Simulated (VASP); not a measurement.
# TiAl3 (Amm2) in VASP: single point with LDA

Aim: the single point of TiAl3 with LDA.

All numbers are computed with VASP 6.6.1; they aren't measurements. Logs are shortened: lines on timing, memory, paths and dates and some standing lists are left out, and cuts for length are marked.

### 1 The cell of the first run

It takes space group Amm2 (No. 38, orthorhombic). The conventional cell has a = 3.911 Å, b = 7.821 Å, c = 7.821 Å, α = 90.00°, β = 90.00°, γ = 90.00°. Within 3.6 Å of Ti (site symmetry m) lie 12 Al at 2.73 to 2.80 Å. Within 3.5 Å of Al (site symmetry mm2) lie 8 Al at 2.66 to 2.87 Å and 4 Ti at 2.80 Å. Al (site symmetry mm2) has 8 Al at 2.66 to 2.87 Å and 4 Ti at 2.73 Å within 3.5 Å. Within 3.5 Å of Al (site symmetry m) lie 8 Al at 2.66 to 2.87 Å and 4 Ti at 2.77 Å. Al (site symmetry mm2) has 8 Al at 2.69 to 2.74 Å and 4 Ti at 2.75 to 2.78 Å within 3.5 Å. Within 3.6 Å of Al (site symmetry mm2) lie 4 Ti at 2.75 to 2.78 Å and 8 Al at 2.79 to 2.84 Å.

### 2 Single point, LDA (atoms displaced along several vibrational modes)

INCAR

```
ALGO = Fast
EDIFF = 1E-6
ENCUT = 520
ISIF = 2
ISMEAR = 0
LASPH = True
LCHARG = True
LELF = True
LREAL = False
LVHAR = True
LWAVE = False
NBANDS = 31
NELM = 100
PREC = Accurate
SIGMA = 0.15
```

KPOINTS

```
k-points
0
Gamma
  10 8 8
```

POSCAR

```
TiAl3
1.0
   -3.9105245017      0.0000000000      0.0000000000
    0.0000000000      3.9105245017      3.9105245017
    0.0000000000      3.9105245017     -3.9105245017
Ti Al
2 6
Direct
    0.0000000000      0.4933001315      0.4933001315
    0.0000000000      0.0066998685      0.0066998685
    0.5000000000      0.7407940738      0.7592059262
    0.5000000000      0.2592059262      0.2407940738
    0.5000000000      0.7407940738      0.2407940738
    0.5000000000      0.2592059262      0.7592059262
    0.0000000000      0.5045113525     -0.0045113525
    0.0000000000     -0.0045113525      0.5045113525
```

Potentials or basis: VASP PAW LDA potentials, release 64 (Ti_sv, Al).

Started as:

```bash
> cat potpaw_LDA.64/Ti_sv/POTCAR potpaw_LDA.64/Al/POTCAR > POTCAR
> mpirun -np 1 vasp_std > vasp.out
```

OUTCAR:

```text
EDIFF = 1E-6
   ENCUT = 520
   ISIF = 2
   ISMEAR = 0
   LASPH = True
   LREAL = False
   NELM = 100
   PREC = Accurate

 ion  position               nearest neighbor table
   1  0.000  0.493  0.493-   4 2.73   4 2.73   8 2.75   7 2.75   5 2.77   5 2.77   6 2.77   6 2.77
                             8 2.78   7 2.78   3 2.80   3 2.80
   2  0.000  0.007  0.007-   4 2.73   4 2.73   8 2.75   7 2.75   6 2.77   6 2.77   5 2.77   5 2.77
                             7 2.78   8 2.78   3 2.80   3 2.80
   3  0.500  0.741  0.759-   5 2.66   6 2.66   7 2.69   7 2.69   8 2.79   8 2.79   1 2.80   2 2.80
                             1 2.80   2 2.80   6 2.87   5 2.87
   4  0.500  0.259  0.241-   5 2.66   6 2.66   1 2.73   2 2.73   1 2.73   2 2.73   7 2.74   7 2.74
                             8 2.84   8 2.84   6 2.87   5 2.87
   5  0.500  0.741  0.241-   3 2.66   4 2.66   7 2.71   7 2.71   1 2.77   1 2.77   2 2.77   2 2.77
                             8 2.82   8 2.82   4 2.87   3 2.87
   6  0.500  0.259  0.759-   3 2.66   4 2.66   7 2.71   7 2.71   2 2.77   2 2.77   1 2.77   1 2.77
                             8 2.82   8 2.82   4 2.87   3 2.87
   7  0.000  0.505  0.995-   3 2.69   3 2.69   6 2.71   5 2.71   5 2.71   6 2.71   4 2.74   4 2.74
                             1 2.75   2 2.75   2 2.78   1 2.78
   8  0.000  0.995  0.505-   1 2.75   2 2.75   2 2.78   1 2.78   3 2.79   3 2.79   5 2.82   6 2.82
                             5 2.82   6 2.82   4 2.84   4 2.84

  LATTYP: Found a simple tetragonal cell.
 ALAT       =     5.5303167863
 C/A-ratio  =     0.7071067812

  Lattice vectors:

 A1 = (   0.0000000000,   3.9105245017,   3.9105245017)
 A2 = (   0.0000000000,   3.9105245017,  -3.9105245017)
 A3 = (  -3.9105245017,   0.0000000000,   0.0000000000)

Analysis of symmetry for initial positions (statically):
=====================================================================
 Subroutine PRICEL returns:
 Original cell was already a primitive cell.

 Routine SETGRP: Setting up the symmetry group for a
 simple tetragonal supercell.

 Subroutine GETGRP returns: Found  4 space group operations
 (whereof  2 operations were pure point group operations)
 out of a pool of 16 trial point group operations.

The static configuration has the point symmetry C_1h.
 The point group associated with its full space group is C_2v.

Analysis of symmetry for dynamics (positions and initial velocities):
=====================================================================
 Subroutine PRICEL returns:
 Original cell was already a primitive cell.

 Routine SETGRP: Setting up the symmetry group for a
 simple tetragonal supercell.

 Subroutine GETGRP returns: Found  4 space group operations
 (whereof  2 operations were pure point group operations)
 out of a pool of 16 trial point group operations.

The dynamic configuration has the point symmetry C_1h.
 The point group associated with its full space group is C_2v.

 Subroutine INISYM returns: Found  4 space group operations
 (whereof  2 operations are pure point group operations),
 and found     1 'primitive' translations

----------------------------------------------------------------------------------------

                                     Primitive cell

  volume of cell :     119.6011

  direct lattice vectors                    reciprocal lattice vectors
    -3.910524502  0.000000000  0.000000000    -0.255720172  0.000000000  0.000000000
     0.000000000  3.910524502  3.910524502     0.000000000  0.127860086  0.127860086
     0.000000000  3.910524502 -3.910524502     0.000000000  0.127860086 -0.127860086

  length of vectors
     3.910524502  5.530316786  5.530316786     0.255720172  0.180821468  0.180821468

  position of ions in fractional coordinates (direct lattice)
     0.000000000  0.493300131  0.493300131
     0.000000000  0.006699869  0.006699869
     0.500000000  0.740794074  0.759205926
     0.500000000  0.259205926  0.240794074
     0.500000000  0.740794074  0.240794074
     0.500000000  0.259205926  0.759205926
     0.000000000  0.504511353  0.995488647
     0.000000000  0.995488647  0.504511353

  ion indices of the primitive-cell ions
   primitive index   ion index
                 1           1
                 2           2
                 3           3
                 4           4
                 5           5
                 6           6
                 7           7
                 8           8

----------------------------------------------------------------------------------------

 KPOINTS: k-points

Automatic generation of k-mesh.
 Grid dimensions read from file:
 generate k-points for:   10    8    8

 Generating k-lattice:

  Cartesian coordinates                     Fractional coordinates (reciprocal lattice)
    -0.025572017  0.000000000  0.000000000     0.100000000  0.000000000  0.000000000
     0.000000000  0.015982511  0.015982511     0.000000000  0.125000000  0.000000000
     0.000000000  0.015982511 -0.015982511     0.000000000  0.000000000  0.125000000

  Length of vectors
     0.025572017  0.022602684  0.022602684

  Shift w.r.t. Gamma in fractional coordinates (k-lattice)
     0.000000000  0.000000000  0.000000000

 Subroutine IBZKPT returns following result:
 ===========================================

 Found    126 irreducible k-points:

 Following reciprocal coordinates:
            Coordinates               Weight
  0.000000  0.000000  0.000000      1.000000
  0.100000  0.000000  0.000000      2.000000
  0.200000  0.000000  0.000000      2.000000
  0.300000  0.000000  0.000000      2.000000
  0.400000  0.000000  0.000000      2.000000
  0.500000  0.000000  0.000000      1.000000
[... 16 lines left out ...]
  0.400000  0.375000  0.000000      8.000000
  0.500000  0.375000  0.000000      4.000000
 [... further k-points ...]
   k-points           NKPTS =    126   k-points in BZ     NKDIM =    126   number of bands    NBANDS=     31
   number of dos      NEDOS =    301   number of ions     NIONS =      8
   total plane-waves  NPLWV =  52920
   dimension x,y,z NGX =    30 NGY =   42 NGZ =   42
   dimension x,y,z NGXF=    60 NGYF=   84 NGZF=   84
   ions per type =               2   6
   NGX,Y,Z   is equivalent  to a cutoff of  12.75, 12.63, 12.63 a.u.
   NGXF,Y,Z  is equivalent  to a cutoff of  25.51, 25.25, 25.25 a.u.
 SYSTEM =  unknown system
   PREC   = accura    normal or accurate (medium, high low for compatibility)
   ISTART =      0    job   : 0-new  1-cont  2-samecut
   ICHARG =      2    charge: 1-file 2-atom 10-const
   ISPIN  =      1    spin polarized calculation?
   LNONCOLLINEAR =      F non collinear calculations
   LSORBIT =      F    spin-orbit coupling
   LASPH  =      T    aspherical Exc in radial PAW
   ENCUT  =  520.0 eV  38.22 Ry    6.18 a.u.   7.27 10.28 10.28*2*pi/ulx,y,z
   NELM   =    100;   NELMIN=  2; NELMDL= -5     # of ELM steps
   EDIFF  = 0.1E-05   stopping-criterion for ELM
   LREAL  =      F    real-space projection
[... 7 lines left out ...]
   TEBEG  =    0.0;   TEEND  =   0.0 temperature during run
   PSTRESS=    0.0 pullay stress
   NELECT =      42.0000    total number of electrons
   NUPDOWN=      -1.0000    fix difference up-down
   EMIN   =  10.00;   EMAX   =-10.00  energy-range for DOS
   EFERMI =   0.00;   METHOD = LEGACY
   ISMEAR =     0;   SIGMA  =   0.15  broadening in eV -4-tet -1-fermi 0-gaus
   EFERMI_NEDOS =   21; number of points for ismear=-14 and -15
   IALGO  =     68    algorithm
   IMIX   =      4    mixing-type and parameters
     AMIX     =   0.40;   BMIX     =  1.00
     AMIX_MAG =   1.60;   BMIX_MAG =  1.00
  volume/ion in A,a.u.               =      14.95       100.89
  Fermi-wavevector in a.u.,A,eV,Ry     =   1.154994  2.182621 18.150311  1.334010
  Thomas-Fermi vector in A             =   2.291626
   LORBIT       =      0    0 simple, 1 ext, 2 COOP (PROOUT), +10 PAW based schemes
   GGA     = CA    functional components
   LHFCALC =     F    Hartree Fock is set to
   AEXX    =    0.0000 exact exchange contribution
   IVDW    =     0    specifies the selected vdW correction
   LEPSILON=     F    determine dielectric tensor
   LRPA    =     F    only Hartree local field effects (RPA)
 non-spin polarized calculation
 RMM-DIIS sequential band-by-band and
 Gauss-broadening in eV      SIGMA  =   0.15
  energy-cutoff  :      520.00
  volume of cell :      119.60
 maximum number of plane-waves:      3262
 NGX is ok and might be reduce to    30
   NGX = 15   NGY = 21   NGZ = 21

 number of electron      42.0000011 magnetization

 Free energy of the ion-electron system (eV)
  ---------------------------------------------------
  ext. energy  EPLUGINS =         0.00000000
  ---------------------------------------------------
  free energy    TOTEN  =       -45.30949596 eV

  energy without entropy =      -45.25832628  energy(sigma->0) =      -45.28391112

 E-fermi :   9.2532     XC(G=0): -11.1629

 val. band max:        9.2516662166   @ k =   0.2000  -0.1250   0.1250
 cond. band min:       9.2537653692   @ k =   0.2000   0.2500   0.1250
 fundamental gap:      0.0020991526
 Fermi energy:         9.2532265459

 k-point     1 :       0.0000    0.0000    0.0000
  band No.  band energies     occupation
      1     -46.9169      2.00000
      2     -46.9148      2.00000
      3     -23.6384      2.00000
      4     -23.6361      2.00000
      5     -23.6202      2.00000
      6     -23.6167      2.00000
[... 23 lines left out ...]
     30      12.9383      0.00000
     31      14.3379      0.00000

 k-point     2 :       0.1000    0.0000    0.0000
  band No.  band energies     occupation
      1     -46.9168      2.00000
      2     -46.9147      2.00000
      3     -23.6381      2.00000
      4     -23.6358      2.00000
      5     -23.6226      2.00000
      6     -23.6187      2.00000
[... 23 lines left out ...]
     30      12.8075      0.00000
     31      13.2016      0.00000

 k-point     3 :       0.2000    0.0000    0.0000
  band No.  band energies     occupation
      1     -46.9166      2.00000
      2     -46.9144      2.00000
      3     -23.6373      2.00000
      4     -23.6350      2.00000
      5     -23.6288      2.00000
      6     -23.6242      2.00000
[... 703 lines left out ...]
     30      12.1919      0.00000
     31      12.6150      0.00000

 k-point    24 :       0.5000    0.3750    0.0000
  band No.  band energies     occupation
      1     -46.9152      2.00000
      2     -46.9144      2.00000
      3     -23.6432      2.00000
      4     -23.6405      2.00000
      5     -23.6296      2.00000
      6     -23.6277      2.00000
[... 23 lines left out ...]
     30      12.3245      0.00000
     31      12.8090      0.00000

 [... further k-points ...]
[... 5 lines left out ...]
  --------------------------------------------------------------------------------------
  -------------------------------------------------------------------------------------
  Total        0.2907657      0.7425594      0.5457294      0.0000000      0.0000000      0.0000000
  in kB        3.8951012      9.9473357      7.3105985      0.0000000      0.0000000      0.0000000
  external PRESSURE =       7.0510118 kB  Pullay stress =       0.0000000 kB

 VOLUME and BASIS-vectors are now :
 -----------------------------------------------------------------------------
  energy-cutoff  :      520.00
  volume of cell :      119.60
      direct lattice vectors                 reciprocal lattice vectors
    -3.910524502  0.000000000  0.000000000    -0.255720172  0.000000000  0.000000000
     0.000000000  3.910524502  3.910524502     0.000000000  0.127860086  0.127860086
     0.000000000  3.910524502 -3.910524502     0.000000000  0.127860086 -0.127860086

 POSITION                                       TOTAL-FORCE (eV/Angst)
 -----------------------------------------------------------------------------------
      0.00000      3.85812      0.00000         0.000000      0.291612     -0.014207
      0.00000      0.05240      0.00000         0.000000     -0.291612     -0.014207
     -1.95526      5.86579     -0.07200         0.000000     -0.000000      0.693507
     -1.95526      1.95526      0.07200         0.000000     -0.000000     -0.654764
     -1.95526      3.83852      1.95526         0.000000      0.673262      0.006628
     -1.95526      3.98252     -1.95526         0.000000     -0.673262      0.006628
      0.00000      5.86579     -1.91998         0.000000     -0.000000     -0.120696
      0.00000      5.86579      1.91998         0.000000     -0.000000      0.097112
 -----------------------------------------------------------------------------------
    total drift:                               -0.000000     -0.000000      0.000031

  FREE ENERGIE OF THE ION-ELECTRON SYSTEM (eV)
  ---------------------------------------------------
  free  energy   TOTEN  =       -45.3094959557 eV

  energy  without entropy=      -45.2583262850  energy(sigma->0) =      -45.28391112
```

Run time: 9.6 min. Hardware: 1 thread of Intel Xeon 6975P-C (Granite Rapids), shared host; peak memory 0.46 GiB.

Results:

| Item | Value |
| --- | --- |
| Free energy | -45.3095 eV |
| Pressure | 0.7 GPa |
| Largest force | 0.694 eV/Å |
| Band gap on the k mesh | zero (bands 21 and 22 overlap by 0.89 eV) |

Forces on the atoms (eV/Å):
```
Ti   0.000  0.292 -0.014
Ti   0.000 -0.292 -0.014
Al   0.000  0.000  0.694
Al   0.000  0.000 -0.655
Al   0.000  0.673  0.007
Al   0.000 -0.673  0.007
Al   0.000  0.000 -0.121
Al   0.000  0.000  0.097
```

Levels at points of the mesh, in eV from the Fermi level:
| k point | band 18 | band 19 | band 20 | band 21 | band 22 | band 23 | band 24 | band 25 |
| --- | --- | --- | --- | --- | --- | --- | --- | --- |
| (0.00, 0.00, 0.00) | -2.14 | -1.30 | -1.30 | 0.15 | 0.16 | 0.16 | 0.36 | 0.90 |
| (0.50, 0.00, 0.00) | -2.30 | -2.29 | -2.26 | 0.22 | 0.45 | 0.75 | 0.82 | 0.96 |
| (0.00, 0.50, 0.00) | -1.84 | -0.77 | -0.55 | -0.55 | -0.18 | 0.13 | 0.41 | 1.54 |
| (0.50, 0.50, 0.00) | -2.95 | -2.52 | -2.34 | -0.75 | -0.33 | 1.04 | 1.06 | 1.27 |
| (0.00, 0.50, 0.50) | -2.11 | 0.35 | 0.45 | 0.47 | 0.71 | 0.80 | 0.83 | 0.91 |
| (0.50, 0.50, 0.50) | -1.29 | -1.28 | -1.12 | 0.38 | 0.85 | 0.90 | 0.90 | 1.13 |

Caveat: the cell differs from its parent crystal (atoms displaced along several vibrational modes).
